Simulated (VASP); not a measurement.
Runs of VASP 6.6.1 on MnSb. The structure is that of space group Fm-3m (No. 225), or close to it. The cells are those of the table. 

```tsv
spin	cell	gap on the mesh (eV)	pressure (GPa)	moment (μB)
off	a = 3.872 Å, angles 60.0°, 2 atoms	none	-10.6	-
collinear, ferromagnetic start	a = 3.788 Å, angles 60.0°, 2 atoms	none	(c)	3.53
off	a = 4.200 Å, angles 60.0°, 2 atoms	none	(a)	-
off	a = 3.788 Å, angles 60.0°, 2 atoms	none	-6.0	-
collinear, ferromagnetic start	a = 3.510 Å, angles 60.0°, 2 atoms	none	40.7	2.43
collinear, ferromagnetic start	a = 4.200 Å, angles 60.0°, 2 atoms	none	-7.9	4.02
collinear, ferromagnetic start	a = 3.607 Å, angles 60.0°, 2 atoms	none	(b)	2.94
off	a = 4.030 Å, angles 60.0°, 2 atoms	none	-15.5	-
```

Alike in all rows: task single point; level PBE; potentials or basis VASP PAW PBE potentials, release 64 (Mn_pv, Sb); k mesh 12 × 12 × 12; cutoff (eV) 520; smearing fermi-dirac 0.08 eV.

**Question.** Estimate the missing entries.

**Answer.** (a) -17.3; (b) 26.9; (c) 9.2.

Caveats: spin-orbit coupling is left out, which moves the levels of the heavy elements; a cell with one magnetic atom can't hold antiferromagnetic order, which such compounds often take (some runs).

A k mesh can miss the band edges, and the runs leave out spin-orbit coupling on Sb.

A gap of «none» marks levels without a gap at the run's occupations.
